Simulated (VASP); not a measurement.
Wanted: the native input for a VASP 6.6.1 run.

- Task: single point
- Functional: PBE
- Potentials or basis: VASP PAW PBE potentials, release 64 (Hf_pv, C)
- Cutoff: 520 eV
- k mesh: 4 × 3 × 3
- Occupations: gaussian, width 0.2 eV
- Spin: no spin polarisation
- Dipole correction: no
- Further INCAR settings: ALGO = Normal; EDIFF = 1e-06; NBANDS = 42

The structure of HfC5 lies in POSCAR:

```
HfC5
1.0
    4.3359286056      0.0000000000      0.0000000000
    0.0000000000      4.7966962841      0.0000000000
    0.0000000000      0.0000000000      7.1935729469
Hf C
2 10
Direct
    0.0000000000      0.0000000000      0.5000000000
    0.5000000000      0.5000000000      0.5000000000
    0.3343107182      0.5000000000      0.0000000000
    0.1656255075      0.7504880308      0.0000000000
    0.3341561599      0.0000000000      0.0000000000
    0.1656255075      0.2495119692      0.0000000000
    0.6656892818      0.5000000000      0.0000000000
    0.8343744925      0.2495119692      0.0000000000
    0.6658438401      0.0000000000      0.0000000000
    0.8343744925      0.7504880308      0.0000000000
    0.5000000000      0.0000000000      0.5000000000
    0.0000000000      0.5000000000      0.5000000000
```

One way to write it, as run:

INCAR

```
SYSTEM = HfC5
  PREC = Accurate
  ENCUT = 520
  EDIFF = 1E-6
  ISMEAR = 0
  SIGMA = 0.2
  LREAL = .False.
  LASPH = .True.
  NELM = 60
  ALGO = Normal
  ISIF = 2
  LWAVE = .False.
  LCHARG = .False.
  GGA = PE
  NBANDS = 42
```

KPOINTS

```
Automatic mesh
0
Gamma
  4 3 3
  0 0 0
```

Potentials or basis: VASP PAW PBE potentials, release 64 (Hf_pv, C).

Run with:

```sh
$ cat potpaw_PBE.64/Hf_pv/POTCAR potpaw_PBE.64/C/POTCAR > POTCAR
$ mpirun -np 1 vasp_std > vasp.out
```

It gave:

```
Pressure               : 0.1 GPa
Largest force          : 0.010 eV/Å
Band gap on the k mesh : zero (bands 30 and 31 overlap by 0.69 eV)
```

Caveat: the k points lie up to 0.44 Å⁻¹ apart, too coarse for converged energies and pressures of a metal; spin-orbit coupling is left out, which moves the levels of the heavy elements.

Run time: 78 s on 1 thread of Intel(R) Xeon(R) Platinum 8488C (Sapphire Rapids) (shared host), peak memory 0.26 GiB.
